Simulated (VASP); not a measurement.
# PbF2 (Fm-3m) in VASP: notebook

Runs on PbF2. Level: PBEsol. Tasks: relaxation of cell and atoms.

Program: VASP 6.6.1. These are calculated values, not measurements. Logs are shortened: lines on timing, memory, paths and dates and some standing lists are left out, and cuts for length are marked.

## (1) The cell of the first run

Symmetry: Fm-3m, No. 225, cubic system. Conventional cell: a = 5.927 Å, b = 5.927 Å, c = 5.927 Å, α = 90.00°, β = 90.00°, γ = 90.00°. Pb (site symmetry m-3m) has 8 F at 2.57 Å within 3.4 Å. Within 3.4 Å of F (site symmetry -43m) lie 4 Pb at 2.57 Å and 6 F at 2.96 Å.

## (2) Relaxation of cell and atoms, PBEsol, target pressure 20 GPa, at which the enthalpy is minimised

INCAR reads:

```
SYSTEM = PbF2
PREC = Accurate
ENCUT = 600
EDIFF = 1E-7
ISMEAR = -1
SIGMA = 0.05
LREAL = .FALSE.
LASPH = .TRUE.
NELM = 120
ALGO = Normal
ISIF = 3
LWAVE = .FALSE.
LCHARG = .FALSE.
GGA = PS
IBRION = 2
NSW = 80
EDIFFG = -0.005
PSTRESS = 200.0
GGA_COMPAT = .FALSE.
NELMIN = 4
```

KPOINTS reads:

```
Automatic mesh
0
G
  8 8 8
  0 0 0
```

POSCAR reads:

```
PbF2
1.0
    0.0000000000      2.9636600000      2.9636600000
    2.9636600000      0.0000000000      2.9636600000
    2.9636600000      2.9636600000      0.0000000000
Pb F
1 2
Direct
    0.0000000000      0.0000000000      0.0000000000
    0.7500000000      0.7500000000      0.7500000000
    0.2500000000      0.2500000000      0.2500000000
```

Potentials or basis: VASP PAW PBE potentials, release 64 (Pb_d, F).

Launch:

```
cat potpaw_PBE.64/Pb_d/POTCAR potpaw_PBE.64/F/POTCAR > POTCAR
mpirun -np 1 vasp_std > vasp.out
```

OUTCAR:

```text
SYSTEM = PbF2
   PREC = Accurate
   ENCUT = 600
   EDIFF = 1E-7
   ISMEAR = -1
   LREAL = .FALSE.
   LASPH = .TRUE.
   NELM = 120
   ISIF = 3
   GGA = PS
   IBRION = 2
   NSW = 80
   EDIFFG = -0.005
   PSTRESS = 200.0
   NELMIN = 4

 ion  position               nearest neighbor table
   1  0.000  0.000  0.000-   2 2.57   2 2.57   2 2.57   3 2.57   3 2.57   3 2.57   3 2.57   2 2.57

   2  0.750  0.750  0.750-   1 2.57   1 2.57   1 2.57   1 2.57
   3  0.250  0.250  0.250-   1 2.57   1 2.57   1 2.57   1 2.57

  LATTYP: Found a face centered cubic cell.
 ALAT       =     5.9273200000

  Lattice vectors:

 A1 = (   0.0000000000,   2.9636600000,   2.9636600000)
 A2 = (   2.9636600000,   0.0000000000,   2.9636600000)
 A3 = (   2.9636600000,   2.9636600000,   0.0000000000)

Analysis of symmetry for initial positions (statically):
=====================================================================
 Subroutine PRICEL returns:
 Original cell was already a primitive cell.

 Routine SETGRP: Setting up the symmetry group for a
 face centered cubic supercell.

 Subroutine GETGRP returns: Found 48 space group operations
 (whereof 48 operations were pure point group operations)
 out of a pool of 48 trial point group operations.

The static configuration has the point symmetry O_h .

Analysis of symmetry for dynamics (positions and initial velocities):
=====================================================================
 Subroutine PRICEL returns:
 Original cell was already a primitive cell.

 Routine SETGRP: Setting up the symmetry group for a
 face centered cubic supercell.

 Subroutine GETGRP returns: Found 48 space group operations
 (whereof 48 operations were pure point group operations)
 out of a pool of 48 trial point group operations.

The dynamic configuration has the point symmetry O_h .

 Subroutine INISYM returns: Found 48 space group operations
 (whereof 48 operations are pure point group operations),
 and found     1 'primitive' translations

----------------------------------------------------------------------------------------

                                     Primitive cell

  volume of cell :      52.0613

  direct lattice vectors                    reciprocal lattice vectors
     0.000000000  2.963660000  2.963660000    -0.168710311  0.168710311  0.168710311
     2.963660000  0.000000000  2.963660000     0.168710311 -0.168710311  0.168710311
     2.963660000  2.963660000  0.000000000     0.168710311  0.168710311 -0.168710311

  length of vectors
     4.191248166  4.191248166  4.191248166     0.292214830  0.292214830  0.292214830

  position of ions in fractional coordinates (direct lattice)
     0.000000000  0.000000000  0.000000000
     0.750000000  0.750000000  0.750000000
     0.250000000  0.250000000  0.250000000

  ion indices of the primitive-cell ions
   primitive index   ion index
                 1           1
                 2           2
                 3           3

----------------------------------------------------------------------------------------

 KPOINTS: Automatic mesh

Automatic generation of k-mesh.
 Grid dimensions read from file:
 generate k-points for:    8    8    8

 Generating k-lattice:

  Cartesian coordinates                     Fractional coordinates (reciprocal lattice)
    -0.021088789  0.021088789  0.021088789     0.125000000  0.000000000  0.000000000
     0.021088789 -0.021088789  0.021088789     0.000000000  0.125000000  0.000000000
     0.021088789  0.021088789 -0.021088789     0.000000000  0.000000000  0.125000000

  Length of vectors
     0.036526854  0.036526854  0.036526854

  Shift w.r.t. Gamma in fractional coordinates (k-lattice)
     0.000000000  0.000000000  0.000000000

 Subroutine IBZKPT returns following result:
 ===========================================

 Found     29 irreducible k-points:

 Following reciprocal coordinates:
            Coordinates               Weight
  0.000000  0.000000  0.000000      1.000000
  0.125000  0.000000  0.000000      8.000000
  0.250000  0.000000  0.000000      8.000000
  0.375000  0.000000  0.000000      8.000000
  0.500000  0.000000  0.000000      4.000000
  0.125000  0.125000  0.000000      6.000000
[... 16 lines left out ...]
  0.500000  0.250000  0.125000     48.000000
 -0.375000  0.250000  0.125000     24.000000
 [... further k-points ...]
   k-points           NKPTS =     29   k-points in BZ     NKDIM =     29   number of bands    NBANDS=     18
   number of dos      NEDOS =    301   number of ions     NIONS =      3
   total plane-waves  NPLWV =  46656
   dimension x,y,z NGX =    36 NGY =   36 NGZ =   36
   dimension x,y,z NGXF=    72 NGYF=   72 NGZF=   72
   ions per type =               1   2
   NGX,Y,Z   is equivalent  to a cutoff of  14.28, 14.28, 14.28 a.u.
   NGXF,Y,Z  is equivalent  to a cutoff of  28.56, 28.56, 28.56 a.u.
 SYSTEM =  PbF2
   PREC   = accura    normal or accurate (medium, high low for compatibility)
   ISTART =      0    job   : 0-new  1-cont  2-samecut
   ICHARG =      2    charge: 1-file 2-atom 10-const
   ISPIN  =      1    spin polarized calculation?
   LNONCOLLINEAR =      F non collinear calculations
   LSORBIT =      F    spin-orbit coupling
   LASPH  =      T    aspherical Exc in radial PAW
   ENCUT  =  600.0 eV  44.10 Ry    6.64 a.u.   8.37  8.37  8.37*2*pi/ulx,y,z
   NELM   =    120;   NELMIN=  4; NELMDL= -5     # of ELM steps
   EDIFF  = 0.1E-06   stopping-criterion for ELM
   LREAL  =      F    real-space projection
   EDIFFG = -.5E-02   stopping-criterion for IOM
   NSW    =     80    number of steps for IOM
   IBRION =      2    ionic relax: 0-MD 1-quasi-New 2-CG
   NFREE  =      1    steps in history (QN), initial steepest desc. (CG)
   ISIF   =      3    stress and relaxation
   ISYM   =      2    0-nonsym 1-usesym 2-fastsym
   POTIM  = 0.5000    time-step for ionic-motion
   TEBEG  =    0.0;   TEEND  =   0.0 temperature during run
   PSTRESS=  200.0 pullay stress
   NELECT =      28.0000    total number of electrons
   NUPDOWN=      -1.0000    fix difference up-down
   EMIN   =  10.00;   EMAX   =-10.00  energy-range for DOS
   EFERMI =   0.00;   METHOD = LEGACY
   ISMEAR =    -1;   SIGMA  =   0.05  broadening in eV -4-tet -1-fermi 0-gaus
   EFERMI_NEDOS =   21; number of points for ismear=-14 and -15
   IALGO  =     38    algorithm
   IMIX   =      4    mixing-type and parameters
     AMIX     =   0.40;   BMIX     =  1.00
     AMIX_MAG =   1.60;   BMIX_MAG =  1.00
  volume/ion in A,a.u.               =      17.35       117.11
  Fermi-wavevector in a.u.,A,eV,Ry     =   1.331340  2.515869 24.115883  1.772467
  Thomas-Fermi vector in A             =   2.460359
   LORBIT       =      0    0 simple, 1 ext, 2 COOP (PROOUT), +10 PAW based schemes
   GGA     = PS    functional components
   LHFCALC =     F    Hartree Fock is set to
   AEXX    =    0.0000 exact exchange contribution
   IVDW    =     0    specifies the selected vdW correction
   LEPSILON=     F    determine dielectric tensor
   LRPA    =     F    only Hartree local field effects (RPA)
 conjugate gradient relaxation of ions
 non-spin polarized calculation
  energy-cutoff  :      600.00
  volume of cell :       52.06
 maximum number of plane-waves:      1807
 NGX is ok and might be reduce to    36
   NGX = 17   NGY = 17   NGZ = 17

--------------------------------------- Ionic step        1  -------------------------------------------

 number of electron      28.0000008 magnetization

 Free energy of the ion-electron system (eV)
  ---------------------------------------------------
  ext. energy  EPLUGINS =         0.00000000
  ---------------------------------------------------
  free energy    TOTEN  =       -14.93783100 eV

  energy without entropy =      -14.93783100  energy(sigma->0) =      -14.93783100

 E-fermi :   2.9255     XC(G=0):  -9.6589

 val. band max:        1.7348327845   @ k =  -0.2500   0.5000   0.2500
 cond. band min:       6.0401785913   @ k =   0.5000   0.5000   0.0000
 fundamental gap:      4.3053458068
 Fermi energy:         2.9254501227

 k-point     1 :       0.0000    0.0000    0.0000
  band No.  band energies     occupation
      1     -19.2411      2.00000
      2     -18.6017      2.00000
      3     -12.6280      2.00000
      4     -12.6280      2.00000
      5     -12.6280      2.00000
      6     -12.5643      2.00000
[... 10 lines left out ...]
     17       8.4103      0.00000
     18      12.2499      0.00000
[... 463 lines left out ...]
 k-point    24 :      -0.3750    0.2500    0.1250
  band No.  band energies     occupation
      1     -18.9216      2.00000
      2     -18.8836      2.00000
      3     -12.5870      2.00000
      4     -12.5817      2.00000
      5     -12.5422      2.00000
      6     -12.5126      2.00000
[... 10 lines left out ...]
     17       9.3886      0.00000
     18      12.5457      0.00000

 [... further k-points ...]

------------------------ aborting loop because EDIFF is reached ----------------------------------------

  FORCE on cell =-STRESS in cart. coord.  units (eV):
  Direction    XX          YY          ZZ          XY          YZ          ZX
  --------------------------------------------------------------------------------------
  -------------------------------------------------------------------------------------
  Total       -0.4226264     -0.4226264     -0.4226264      0.0000000      0.0000000     -0.0000000
  in kB      -13.0062500    -13.0062500    -13.0062500      0.0000000      0.0000000     -0.0000000
  external PRESSURE =    -213.0062500 kB  Pullay stress =     200.0000000 kB

 VOLUME and BASIS-vectors are now :
 -----------------------------------------------------------------------------
  energy-cutoff  :      600.00
  volume of cell :       52.06
      direct lattice vectors                 reciprocal lattice vectors
     0.000000000  2.963660000  2.963660000    -0.168710311  0.168710311  0.168710311
     2.963660000  0.000000000  2.963660000     0.168710311 -0.168710311  0.168710311
     2.963660000  2.963660000  0.000000000     0.168710311  0.168710311 -0.168710311
[... 204 lines left out ...]
  FREE ENERGIE OF THE ION-ELECTRON SYSTEM (eV)
  ---------------------------------------------------
  free  energy   TOTEN  =       -14.5308329945 eV

  energy  without entropy=      -14.5308329945  energy(sigma->0) =      -14.53083299

  enthalpy is  TOTEN    =        -9.1372454951 eV   P V=        5.3935874994

--------------------------------------- Ionic step        7  -------------------------------------------

 number of electron      28.0000002 magnetization

 Free energy of the ion-electron system (eV)
  ---------------------------------------------------
  ext. energy  EPLUGINS =         0.00000000
  ---------------------------------------------------
  free energy    TOTEN  =       -14.51583828 eV

  energy without entropy =      -14.51583828  energy(sigma->0) =      -14.51583828

 E-fermi :   5.5902     XC(G=0): -10.6728

 val. band max:        4.4110624382   @ k =  -0.2500   0.5000   0.2500
 cond. band min:       8.5858126039   @ k =   0.5000   0.5000   0.0000
 fundamental gap:      4.1747501657
 Fermi energy:         5.5901830778

 k-point     1 :       0.0000    0.0000    0.0000
  band No.  band energies     occupation
      1     -18.4231      2.00000
      2     -17.3473      2.00000
      3     -10.4566      2.00000
      4     -10.4566      2.00000
      5     -10.4566      2.00000
      6     -10.2557      2.00000
[... 10 lines left out ...]
     17      11.0737      0.00000
     18      15.2105      0.00000
[... 463 lines left out ...]
 k-point    24 :      -0.3750    0.2500    0.1250
  band No.  band energies     occupation
      1     -17.8914      2.00000
      2     -17.8189      2.00000
      3     -10.3322      2.00000
      4     -10.3280      2.00000
      5     -10.2270      2.00000
      6     -10.1867      2.00000
[... 10 lines left out ...]
     17      12.5621      0.00000
     18      15.0611      0.00000

 [... further k-points ...]

------------------------ aborting loop because EDIFF is reached ----------------------------------------

  FORCE on cell =-STRESS in cart. coord.  units (eV):
  Direction    XX          YY          ZZ          XY          YZ          ZX
  --------------------------------------------------------------------------------------
  -------------------------------------------------------------------------------------
  Total        5.3785941      5.3785941      5.3785941      0.0000000      0.0000000     -0.0000000
  in kB      200.0066234    200.0066234    200.0066234      0.0000000      0.0000000     -0.0000000
  external PRESSURE =       0.0066234 kB  Pullay stress =     200.0000000 kB

 VOLUME and BASIS-vectors are now :
 -----------------------------------------------------------------------------
  energy-cutoff  :      600.00
  volume of cell :       43.09
      direct lattice vectors                 reciprocal lattice vectors
     0.000000000  2.782498843  2.782498843    -0.179694594  0.179694594  0.179694594
     2.782498843  0.000000000  2.782498843     0.179694594 -0.179694594  0.179694594
     2.782498843  2.782498843 -0.000000000     0.179694594  0.179694594 -0.179694594

 POSITION                                       TOTAL-FORCE (eV/Angst)
 -----------------------------------------------------------------------------------
      0.00000      0.00000      0.00000         0.000000      0.000000      0.000000
      4.17375      4.17375      4.17375         0.000000      0.000000      0.000000
      1.39125      1.39125      1.39125        -0.000000     -0.000000     -0.000000
 -----------------------------------------------------------------------------------
    total drift:                                0.000000      0.000000      0.000000

  FREE ENERGIE OF THE ION-ELECTRON SYSTEM (eV)
  ---------------------------------------------------
  free  energy   TOTEN  =       -14.5158382761 eV

  energy  without entropy=      -14.5158382761  energy(sigma->0) =      -14.51583828

  enthalpy is  TOTEN    =        -9.1374223281 eV   P V=        5.3784159480

 reached required accuracy - stopping structural energy minimisation
```

Wall time 5.4 min (1 thread of Intel Xeon 8259CL, shared host); peak memory 0.23 GiB.

Results:

| Quantity | Value |
| --- | --- |
| Free energy | -14.5158 eV |
| Relaxed volume | 14.36 Å³/atom |
| Relaxed cell | a = 3.935 Å, b = 3.935 Å, c = 3.935 Å, α = 60.00°, β = 60.00°, γ = 60.00° |
| Space group after relaxing (to 0.1 Å) | Fm-3m (No. 225) |
| Energy change on relaxing (the run minimises the enthalpy) | +140.7 meV/atom |
| Ionic steps | 7 |
| Pressure after relaxing | 20.0 GPa |
| Band gap on the k mesh | 4.17 eV (least direct gap 4.36 eV) |

The path:
```tsv
step	energy change (eV)	largest force (eV/Å)	pressure (GPa)	volume (Å³)
1	0.0000	0.0000	-1.30	52.06
2	1.9183	0.0000	58.33	36.54
3	0.3937	0.0000	19.12	43.32
4	0.4167	0.0000	19.84	43.13
5	0.4378	0.0000	20.49	42.96
6	0.4070	0.0000	19.53	43.21
7	0.4220	0.0000	20.00	43.09
```

Final structure:
```
Pb F
1.0
     0.00000    2.78250    2.78250
     2.78250    0.00000    2.78250
     2.78250    2.78250    0.00000
Pb F
1 2
Direct
  0.00000 0.00000 0.00000
  0.75000 0.75000 0.75000
  0.25000 0.25000 0.25000
```

Caveat: the cell is relaxed towards a set pressure, so the run minimises the enthalpy, not the energy; the volume moved by over 15 % at a fixed basis, so the end points are rough; the PAW data sets were made with another functional, which shifts forces and pressure a little; spin-orbit coupling is left out, which moves the levels of the heavy elements. A k mesh can miss the band edges.

(Continued in part 2 of 2.)
